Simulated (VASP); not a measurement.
RbTaAs2:

```
Rb Ta As
1.0
     3.79435    0.00000    0.00000
     0.00000    3.79435    0.00000
     0.00000    0.00000    7.58869
Rb Ta As
1 1 2
Direct
  0.00000 0.00000 0.00000
  0.00000 0.00000 0.50000
  0.50000 0.50000 0.25000
  0.50000 0.50000 0.75000
```

* Program: VASP 6.6.1
* Task: relaxation of cell and atoms
* Functional: PBE
* Potentials or basis: VASP PAW PBE potentials, release 64 (Rb_sv, Ta_pv, As)
* Cutoff: 600 eV
* k mesh: 4 × 4 × 2
* Occupations: gaussian, width 0.1 eV
* Spin: no spin polarisation

At the start: pressure -10.8 GPa; volume 27.31 Å³/atom.

How do energy, volume and symmetry change on relaxing?

Over 16 steps the energy falls by 888.7 meV/atom and the volume is 23.03 Å³/atom (-15.7 %); space group P4/mmm (No. 123, to 0.05 Å).

The path:
| step | energy change (eV) | largest force (eV/Å) | pressure (GPa) | volume (Å³) |
| --- | --- | --- | --- | --- |
| 1 | 0.0000 | 3.2789 | -10.79 | 109.25 |
| 2 | -2.0551 | 3.0673 | 2.51 | 82.67 |
| 3 | -2.0935 | 2.7873 | 7.94 | 78.53 |
| 4 | -2.9034 | 0.0511 | 11.63 | 79.10 |
| 5 | -2.9157 | 0.2842 | 12.60 | 79.17 |
| 6 | -3.2825 | 0.3517 | -5.54 | 99.93 |
| 7 | -3.3916 | 0.0801 | -1.13 | 92.31 |
| 8 | -3.5183 | 0.0542 | -1.01 | 93.03 |
| 9 | -3.5464 | 0.0129 | -0.90 | 93.33 |
| 10 | -3.5501 | 0.0046 | -0.79 | 93.44 |
| 11 | -3.5510 | 0.0183 | -0.71 | 93.50 |
| 12 | -3.5513 | 0.0380 | -0.65 | 93.54 |
| 13 | -3.5522 | 0.1344 | 0.57 | 91.99 |
| 14 | -3.5532 | 0.0937 | 0.06 | 92.63 |
| 15 | -3.5540 | 0.0634 | 0.03 | 92.50 |
| 16 | -3.5547 | 0.0195 | -0.02 | 92.10 |

Final structure:
```
CELL_PARAMETERS angstrom
3.32796 0.00000 0.00000
0.00000 3.32796 0.00000
0.00000 0.00000 8.31612
ATOMIC_POSITIONS crystal
Rb 0.00000 0.00000 0.00000
Ta 0.00000 0.00000 0.50000
As 0.50000 0.50000 0.31967
As 0.50000 0.50000 0.68033
```

Caveat: the k points lie up to 0.47 Å⁻¹ apart in the final cell; the volume moved by over 15 % at a fixed basis, so the end points are rough.
